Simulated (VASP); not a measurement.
Crystal: Ge.

```
CELL_PARAMETERS angstrom
4.95094 0.00000 0.00000
-2.47547 4.28764 0.00000
0.00000 0.00000 4.39506
ATOMIC_POSITIONS crystal
Ge 0.33333 0.66667 0.35293
Ge 0.66667 0.33333 0.35293
Ge 0.00000 0.00000 0.63559
Ge 0.00000 0.00000 0.15691
```

The cell was built from a structure type or drawn by symmetry, and may not be a known phase.

| Quantity | Value |
| --- | --- |
| Program | VASP 6.6.1 |
| Task | relaxation of cell and atoms |
| Functional | PBE |
| Potentials or basis | VASP PAW PBE potentials, release 64 (Ge_d) |
| Cutoff | 600 eV |
| k mesh | 6 × 6 × 4 |
| Occupations | gaussian, width 0.1 eV |
| Spin | no spin polarisation |

At the start: pressure 6.3 GPa; volume 23.32 Å³/atom.

Problem. Where does the relaxation end?

Solution. Over 16 steps the energy falls by 389.6 meV/atom and the volume is 24.50 Å³/atom (+5.0 %); space group P6mm (No. 183, to 0.1 Å) before, P6/mmm (No. 191, to 0.1 Å).

Step by step:
| step | energy change (eV) | largest force (eV/Å) | pressure (GPa) | volume (Å³) |
| --- | --- | --- | --- | --- |
| 1 | 0.0000 | 3.5345 | 6.26 | 93.30 |
| 2 | -0.9366 | 2.4801 | -1.47 | 105.37 |
| 3 | -0.9365 | 2.4836 | -1.58 | 105.38 |
| 4 | -1.3800 | 0.6739 | -2.85 | 105.85 |
| 5 | -1.3827 | 0.7366 | -3.07 | 105.89 |
| 6 | -1.4984 | 0.5246 | -0.28 | 98.49 |
| 7 | -1.5032 | 0.4649 | 0.37 | 97.05 |
| 8 | -1.5032 | 0.4504 | 0.57 | 96.75 |
| 9 | -1.5249 | 0.2956 | 0.50 | 96.84 |
| 10 | -1.5353 | 0.2515 | 0.48 | 96.95 |
| 11 | -1.5490 | 0.1659 | -0.19 | 98.32 |
| 12 | -1.5520 | 0.1057 | -0.52 | 99.21 |
| 13 | -1.5521 | 0.0887 | -0.61 | 99.44 |
| 14 | -1.5570 | 0.0777 | 0.05 | 98.16 |
| 15 | -1.5570 | 0.0815 | 0.03 | 98.21 |
| 16 | -1.5584 | 0.0332 | -0.12 | 98.00 |

Final structure:
```
Ge
1.0
     4.59156    0.00000    0.00000
    -2.29578    3.97641    0.00000
     0.00000    0.00000    5.36730
Ge
4
Direct
  0.33333 0.66667 0.37385
  0.66667 0.33333 0.37385
  0.00000 0.00000 0.63253
  0.00000 0.00000 0.11812
```

Caveat: a cell axis changed by over 15 % at a fixed basis, so the end point is rough.
